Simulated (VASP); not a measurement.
# TaOs3 (P-6m2) in VASP: a series of runs

TaOs3 is run at these levels: LDA; tasks: single point.

Everything below comes from runs of VASP 6.6.1. Logs are shortened: lines on timing, memory, paths and dates and some standing lists are left out, and cuts for length are marked.

### 1 The cell of the first run

It takes space group P-6m2 (No. 187, hexagonal). Conventional cell: a = 2.788 Å, b = 2.788 Å, c = 9.087 Å, α = 90.00°, β = 90.00°, γ = 120.00°. Within 3.7 Å of Ta (site symmetry -6m2) lie 6 Ta at 2.79 Å and 6 Os at 2.89 Å. Os (site symmetry -6m2) has 12 Os at 2.68 to 2.79 Å within 3.5 Å. Os (site symmetry 3m) has 9 Os at 2.68 to 2.79 Å and 3 Ta at 2.89 Å within 3.5 Å.

### 2 Single point, LDA

The input, INCAR:

```
SYSTEM = TaOs3
PREC = Accurate ; ENCUT = 520
EDIFF = 1E-7 ; ISMEAR = 1
SIGMA = 0.3 ; LREAL = .FALSE.
LASPH = .TRUE. ; NELM = 100
ALGO = Normal ; ISIF = 2
LWAVE = .FALSE. ; LCHARG = .FALSE.
GGA = CA ; NBANDS = 26
```

The input, KPOINTS:

```
Automatic mesh
0
G
  9 9 3
  0 0 0
```

The input, POSCAR:

```
TaOs3
1.0
    2.7876500000      0.0000000000      0.0000000000
   -1.3938200000      2.4141700000      0.0000000000
    0.0000000000      0.0000000000      9.0869900000
Ta Os
1 3
Direct
    0.6666666667      0.3333333333      0.0000000000
    0.6666666667      0.3333333333      0.5000000000
    0.3333333333      0.6666666667      0.2647900000
    0.3333333333      0.6666666667      0.7352100000
```

Potentials or basis: VASP PAW LDA potentials, release 64 (Ta_pv, Os).

Launch:

```
> cat potpaw_LDA.64/Ta_pv/POTCAR potpaw_LDA.64/Os/POTCAR > POTCAR
> mpirun -np 1 vasp_std > vasp.out
```

OUTCAR:

```text
SYSTEM = TaOs3
   PREC = Accurate
   ENCUT = 520
   EDIFF = 1E-7
   ISMEAR = 1
   LREAL = .FALSE.
   LASPH = .TRUE.
   NELM = 100
   ISIF = 2
   GGA = CA

 ion  position               nearest neighbor table
   1  0.667  0.333  0.000-   3 2.89   4 2.89   3 2.89   4 2.89   3 2.89   4 2.89
   2  0.667  0.333  0.500-   3 2.68   4 2.68   3 2.68   4 2.68   3 2.68   4 2.68
   3  0.333  0.667  0.265-   2 2.68   2 2.68   2 2.68   1 2.89   1 2.89   1 2.89
   4  0.333  0.667  0.735-   2 2.68   2 2.68   2 2.68   1 2.89   1 2.89   1 2.89

  LATTYP: Found a hexagonal cell.
 ALAT       =     2.7876500000
 C/A-ratio  =     3.2597313149

  Lattice vectors:

 A1 = (   2.7876500000,   0.0000000000,   0.0000000000)
 A2 = (  -1.3938200000,   2.4141700000,   0.0000000000)
 A3 = (   0.0000000000,   0.0000000000,   9.0869900000)

Analysis of symmetry for initial positions (statically):
=====================================================================
 Subroutine PRICEL returns:
 Original cell was already a primitive cell.

 Routine SETGRP: Setting up the symmetry group for a
 hexagonal supercell.

 Subroutine GETGRP returns: Found 12 space group operations
 (whereof 12 operations were pure point group operations)
 out of a pool of 24 trial point group operations.

The static configuration has the point symmetry D_3h.

Analysis of symmetry for dynamics (positions and initial velocities):
=====================================================================
 Subroutine PRICEL returns:
 Original cell was already a primitive cell.

 Routine SETGRP: Setting up the symmetry group for a
 hexagonal supercell.

 Subroutine GETGRP returns: Found 12 space group operations
 (whereof 12 operations were pure point group operations)
 out of a pool of 24 trial point group operations.

The dynamic configuration has the point symmetry D_3h.

 Subroutine INISYM returns: Found 12 space group operations
 (whereof 12 operations are pure point group operations),
 and found     1 'primitive' translations

----------------------------------------------------------------------------------------

                                     Primitive cell

  volume of cell :      61.1542

  direct lattice vectors                    reciprocal lattice vectors
     2.787650000  0.000000000  0.000000000     0.358725091  0.207109775  0.000000000
    -1.393820000  2.414170000  0.000000000     0.000000000  0.414221037  0.000000000
     0.000000000  0.000000000  9.086990000     0.000000000  0.000000000  0.110047441

  length of vectors
     2.787650000  2.787642549  9.086990000     0.414219929  0.414221037  0.110047441

  position of ions in fractional coordinates (direct lattice)
     0.666666667  0.333333333  0.000000000
     0.666666667  0.333333333  0.500000000
     0.333333333  0.666666667  0.264790000
     0.333333333  0.666666667  0.735210000

  ion indices of the primitive-cell ions
   primitive index   ion index
                 1           1
                 2           2
                 3           3
                 4           4

----------------------------------------------------------------------------------------

 KPOINTS: Automatic mesh

Automatic generation of k-mesh.
 Grid dimensions read from file:
 generate k-points for:    9    9    3

 Generating k-lattice:

  Cartesian coordinates                     Fractional coordinates (reciprocal lattice)
     0.039858343  0.023012197  0.000000000     0.111111111 -0.000000000  0.000000000
     0.000000000  0.046024560  0.000000000     0.000000000  0.111111111  0.000000000
     0.000000000  0.000000000  0.036682480     0.000000000  0.000000000  0.333333333

  Length of vectors
     0.046024437  0.046024560  0.036682480

  Shift w.r.t. Gamma in fractional coordinates (k-lattice)
     0.000000000  0.000000000  0.000000000

 Subroutine IBZKPT returns following result:
 ===========================================

 Found     24 irreducible k-points:

 Following reciprocal coordinates:
            Coordinates               Weight
  0.000000  0.000000  0.000000      1.000000
  0.111111  0.000000  0.000000      6.000000
  0.222222  0.000000  0.000000      6.000000
  0.333333 -0.000000  0.000000      6.000000
  0.444444  0.000000  0.000000      6.000000
  0.111111  0.111111  0.000000      6.000000
[... 16 lines left out ...]
  0.333333  0.222222  0.333333     24.000000
  0.333333  0.333333  0.333333      4.000000
   k-points           NKPTS =     24   k-points in BZ     NKDIM =     24   number of bands    NBANDS=     26
   number of dos      NEDOS =    301   number of ions     NIONS =      4
   total plane-waves  NPLWV =  40320
   dimension x,y,z NGX =    24 NGY =   24 NGZ =   70
   dimension x,y,z NGXF=    48 NGYF=   48 NGZF=  140
   ions per type =               1   3
   NGX,Y,Z   is equivalent  to a cutoff of  14.31, 14.31, 12.81 a.u.
   NGXF,Y,Z  is equivalent  to a cutoff of  28.63, 28.63, 25.61 a.u.
 SYSTEM =  TaOs3
   PREC   = accura    normal or accurate (medium, high low for compatibility)
   ISTART =      0    job   : 0-new  1-cont  2-samecut
   ICHARG =      2    charge: 1-file 2-atom 10-const
   ISPIN  =      1    spin polarized calculation?
   LNONCOLLINEAR =      F non collinear calculations
   LSORBIT =      F    spin-orbit coupling
   LASPH  =      T    aspherical Exc in radial PAW
   ENCUT  =  520.0 eV  38.22 Ry    6.18 a.u.   5.18  5.18 16.90*2*pi/ulx,y,z
   NELM   =    100;   NELMIN=  2; NELMDL= -5     # of ELM steps
   EDIFF  = 0.1E-06   stopping-criterion for ELM
   LREAL  =      F    real-space projection
   EDIFFG = 0.1E-05   stopping-criterion for IOM
   NSW    =      0    number of steps for IOM
   IBRION =     -1    ionic relax: 0-MD 1-quasi-New 2-CG
   NFREE  =      0    steps in history (QN), initial steepest desc. (CG)
   ISIF   =      2    stress and relaxation
   ISYM   =      2    0-nonsym 1-usesym 2-fastsym
   POTIM  = 0.5000    time-step for ionic-motion
   TEBEG  =    0.0;   TEEND  =   0.0 temperature during run
   PSTRESS=    0.0 pullay stress
   NELECT =      35.0000    total number of electrons
   NUPDOWN=      -1.0000    fix difference up-down
   EMIN   =  10.00;   EMAX   =-10.00  energy-range for DOS
   EFERMI =   0.00;   METHOD = LEGACY
   ISMEAR =     1;   SIGMA  =   0.30  broadening in eV -4-tet -1-fermi 0-gaus
   EFERMI_NEDOS =   21; number of points for ismear=-14 and -15
   IALGO  =     38    algorithm
   IMIX   =      4    mixing-type and parameters
     AMIX     =   0.40;   BMIX     =  1.00
     AMIX_MAG =   1.60;   BMIX_MAG =  1.00
  volume/ion in A,a.u.               =      15.29       103.17
  Fermi-wavevector in a.u.,A,eV,Ry     =   1.359217  2.568548 25.136367  1.847471
  Thomas-Fermi vector in A             =   2.485984
   LORBIT       =      0    0 simple, 1 ext, 2 COOP (PROOUT), +10 PAW based schemes
   GGA     = CA    functional components
   LHFCALC =     F    Hartree Fock is set to
   AEXX    =    0.0000 exact exchange contribution
   IVDW    =     0    specifies the selected vdW correction
   LEPSILON=     F    determine dielectric tensor
   LRPA    =     F    only Hartree local field effects (RPA)
 non-spin polarized calculation
 Methfessel and Paxton  Order N= 1 SIGMA  =   0.30
  energy-cutoff  :      520.00
  volume of cell :       61.15
 maximum number of plane-waves:      1660
 NGX is ok and might be reduce to    24
   NGX = 11   NGY = 11   NGZ = 33

 number of electron      35.0000013 magnetization

 Free energy of the ion-electron system (eV)
  ---------------------------------------------------
  ext. energy  EPLUGINS =         0.00000000
  ---------------------------------------------------
  free energy    TOTEN  =       -50.53385290 eV

  energy without entropy =      -50.53285361  energy(sigma->0) =      -50.53351980

 E-fermi :   7.9288     XC(G=0): -13.6682

 val. band max:        7.9071226635   @ k =   0.2222   0.2222   0.0000
 cond. band min:       7.9465783554   @ k =   0.2222   0.0000   0.0000
 fundamental gap:      0.0394556919
 Fermi energy:         7.9288163887

 k-point     1 :       0.0000    0.0000    0.0000
  band No.  band energies     occupation
      1     -26.0404      2.00000
      2     -25.1776      2.00000
      3     -25.1776      2.00000
      4      -2.1252      2.00000
      5       0.0947      2.00000
      6       0.3481      2.00000
[... 18 lines left out ...]
     25       9.4907     -0.00000
     26      12.7013     -0.00000

 k-point     2 :       0.1111    0.0000    0.0000
  band No.  band energies     occupation
      1     -26.0128      2.00000
      2     -25.3656      2.00000
      3     -25.2192      2.00000
      4      -1.6581      2.00000
      5       0.5211      2.00000
      6       0.7909      2.00000
[... 18 lines left out ...]
     25      10.4999     -0.00000
     26      12.6095     -0.00000

 k-point     3 :       0.2222    0.0000    0.0000
  band No.  band energies     occupation
      1     -25.9425      2.00000
      2     -25.8217      2.00000
      3     -25.3232      2.00000
      4      -0.4443      2.00000
      5       1.3881      2.00000
      6       1.6983      2.00000
[... 18 lines left out ...]
     25      10.9837     -0.00000
     26      12.4216     -0.00000

 k-point     4 :       0.3333   -0.0000    0.0000
  band No.  band energies     occupation
      1     -26.3099      2.00000
      2     -25.8614      2.00000
      3     -25.4390      2.00000
      4       0.7552      2.00000
      5       1.5063      2.00000
      6       1.7861      2.00000
[... 18 lines left out ...]
     25      12.2585     -0.00000
     26      13.0322     -0.00000

 k-point     5 :       0.4444    0.0000    0.0000
  band No.  band energies     occupation
      1     -26.6132      2.00000
      2     -25.8079      2.00000
      3     -25.5133      2.00000
      4       1.0044      2.00000
      5       1.2374      2.00000
      6       1.5461      2.00000
[... 18 lines left out ...]
     25      12.5903     -0.00000
     26      15.0468      0.00000

 k-point     6 :       0.1111    0.1111    0.0000
  band No.  band energies     occupation
      1     -25.9638      2.00000
      2     -25.6699      2.00000
      3     -25.3096      2.00000
      4      -0.8007      2.00000
      5       1.2237      2.00000
      6       1.5448      2.00000
[... 427 lines left out ...]
 k-point    21 :       0.4444    0.1111    0.3333
  band No.  band energies     occupation
      1     -26.6003      2.00000
      2     -25.7937      2.00000
      3     -25.6405      2.00000
      4       1.2380      2.00000
      5       1.3856      2.00000
      6       1.8277      2.00000
[... 18 lines left out ...]
     25      13.1563     -0.00000
     26      14.2185      0.00000

 k-point    22 :       0.2222    0.2222    0.3333
  band No.  band energies     occupation
      1     -26.3305      2.00000
      2     -25.8256      2.00000
      3     -25.6990      2.00000
      4       1.6823      2.00000
      5       2.0640      2.00000
      6       2.5835      2.00000
[... 18 lines left out ...]
     25      13.5430     -0.00000
     26      14.6552      0.00000

 k-point    23 :       0.3333    0.2222    0.3333
  band No.  band energies     occupation
      1     -26.4368      2.00000
      2     -25.8949      2.00000
      3     -25.7845      2.00000
      4       1.9439      2.00000
      5       2.0276      2.00000
      6       2.6592      2.00000
[... 18 lines left out ...]
     25      14.1714      0.00000
     26      15.1042      0.00000

 k-point    24 :       0.3333    0.3333    0.3333
  band No.  band energies     occupation
      1     -26.2257      2.00000
      2     -26.2193      2.00000
      3     -25.7702      2.00000
      4       2.2346      2.00000
      5       2.5588      2.00000
      6       2.9652      2.00000
[... 18 lines left out ...]
     25      14.0726      0.00000
     26      15.2625      0.00000

------------------------ aborting loop because EDIFF is reached ----------------------------------------

  FORCE on cell =-STRESS in cart. coord.  units (eV):
  Direction    XX          YY          ZZ          XY          YZ          ZX
  --------------------------------------------------------------------------------------
  -------------------------------------------------------------------------------------
  Total       -6.2476301     -6.2476005     -5.5431091     -0.0000129      0.0000000      0.0000000
  in kB     -163.6815571   -163.6807819   -145.2238218     -0.0003390      0.0000000      0.0000000
  external PRESSURE =    -157.5287203 kB  Pullay stress =       0.0000000 kB

 VOLUME and BASIS-vectors are now :
 -----------------------------------------------------------------------------
  energy-cutoff  :      520.00
  volume of cell :       61.15
      direct lattice vectors                 reciprocal lattice vectors
     2.787650000  0.000000000  0.000000000     0.358725091  0.207109775  0.000000000
    -1.393820000  2.414170000  0.000000000     0.000000000  0.414221037  0.000000000
     0.000000000  0.000000000  9.086990000     0.000000000  0.000000000  0.110047441

 POSITION                                       TOTAL-FORCE (eV/Angst)
 -----------------------------------------------------------------------------------
      1.39383      0.80472      0.00000         0.000000     -0.000000      0.000000
      1.39383      0.80472      4.54350         0.000000      0.000000      0.000000
      0.00000      1.60945      2.40614         0.000000     -0.000000      0.277707
      0.00000      1.60945      6.68085        -0.000000     -0.000000     -0.277707
 -----------------------------------------------------------------------------------
    total drift:                                0.000002      0.000002      0.000000

  FREE ENERGIE OF THE ION-ELECTRON SYSTEM (eV)
  ---------------------------------------------------
  free  energy   TOTEN  =       -50.5338529032 eV

  energy  without entropy=      -50.5328536075  energy(sigma->0) =      -50.53351980
```

It took 42 s on 1 thread of Intel Xeon Platinum 8488C (Sapphire Rapids), shared host; peak memory 0.18 GiB.

What came out:

- Free energy: -50.5339 eV
- Pressure: -15.8 GPa
- Largest force: 0.278 eV/Å

Forces in eV/Å, atoms in the order of the input:
```
Ta   0.000  0.000  0.000
Os   0.000  0.000  0.000
Os   0.000  0.000  0.278
Os   0.000  0.000 -0.278
```

Stress tensor (GPa, compression positive):
```
-16.37   0.00   0.00
  0.00 -16.37   0.00
  0.00   0.00 -14.52
```

Levels at points of the mesh, in eV from the Fermi level:
```
           k point  band 15  band 16  band 17  band 18  band 19  band 20
(0.00, 0.00, 0.00)    -2.24    -1.70    -0.89    -0.89     0.06     0.06
```

Caveat: spin-orbit coupling is left out, which moves the levels of the heavy elements.

### 3 Single point, LDA

The input, INCAR:

```
PREC = Accurate ; ENCUT = 520
EDIFF = 1E-6 ; ISMEAR = 1
SIGMA = 0.2 ; LREAL = False
LASPH = True ; NELM = 60
ALGO = Normal ; ISIF = 2
LWAVE = False ; LCHARG = False
GGA = CA ; NBANDS = 26
```

The input, KPOINTS:

```
regular mesh
0
Gamma
  9 9 3
```

POSCAR is that of step 2.

Potentials or basis: VASP PAW LDA potentials, release 64 (Ta_pv, Os).

Launch:

```
> cat potpaw_LDA.64/Ta_pv/POTCAR potpaw_LDA.64/Os/POTCAR > POTCAR
> mpirun -np 1 vasp_std > vasp.out
```

Wall time 48 s (1 thread of Intel Xeon Platinum 8488C (Sapphire Rapids), shared host); peak memory 0.18 GiB.

The run converged. Its results:

* Free energy: -50.5339 eV
* Pressure: -15.8 GPa
* Largest force: 0.265 eV/Å

Forces in eV/Å, atoms in the order of the input:
```
Ta   0.000  0.000  0.000
Os   0.000  0.000  0.000
Os   0.000  0.000  0.265
Os   0.000  0.000 -0.265
```

Stress tensor (GPa, compression positive):
```
-16.40   0.00   0.00
  0.00 -16.40   0.00
  0.00   0.00 -14.56
```

Levels at points of the mesh, in eV from the Fermi level:
```tsv
k point	band 15	band 16	band 17	band 18	band 19	band 20
(0.00, 0.00, 0.00)	-2.25	-1.72	-0.90	-0.90	0.04	0.04
```

Caveat: spin-orbit coupling is left out, which moves the levels of the heavy elements.
